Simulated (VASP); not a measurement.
Here is a VASP 6.6.1 calculation.

INCAR

```
PREC     = Accurate       # precision mode
ENCUT    = 520            # plane-wave cutoff, eV
EDIFF    = 1E-6           # SCF threshold, eV
ISMEAR   = 0              # smearing method
SIGMA    = 0.15           # smearing width, eV
LREAL    = False          # projectors in reciprocal space
LASPH    = True           # aspherical terms in the spheres
NELM     = 60             # most SCF steps
ALGO     = Fast           # electronic algorithm
ISIF     = 2              # what is computed and relaxed
LWAVE    = False          # write WAVECAR
LCHARG   = True           # write CHGCAR
GGA      = PS             # functional
LELF     = True           # ELF
LVHAR    = True         
NBANDS   = 21             # bands
```

The input KPOINTS:

```
Automatic mesh
0
Gamma
  24 24 12
```

File POSCAR:

```
Ru
1.0
    2.8140313076      0.0000000000      0.0000000000
   -1.4070156538      2.4370225994      0.0000000000
    0.0000000000      0.0000000000      3.9393480000
Ru
2
Direct
    0.3333333333      0.6666666667      0.2500000000
    0.6666666667      0.3333333333      0.7500000000
```

Potentials or basis: VASP PAW PBE potentials, release 64 (Ru_pv).

Command:

```console
$ cat potpaw_PBE.64/Ru_pv/POTCAR > POTCAR
$ mpirun -np 1 vasp_std > vasp.out
```

(1) What does it give for the pressure?

(2) What does it give for the band gap on the k mesh?

Results:

(1) 2.0 GPa.

(2) zero (bands 14 and 15 overlap by 2.90 eV).

Caveat: the cell differs from its parent crystal (strain +0.040 along x and y, -0.080 along z); the stress differs along the axes, from -14 to 34 GPa; the PAW data sets were made with another functional, which shifts forces and pressure a little.
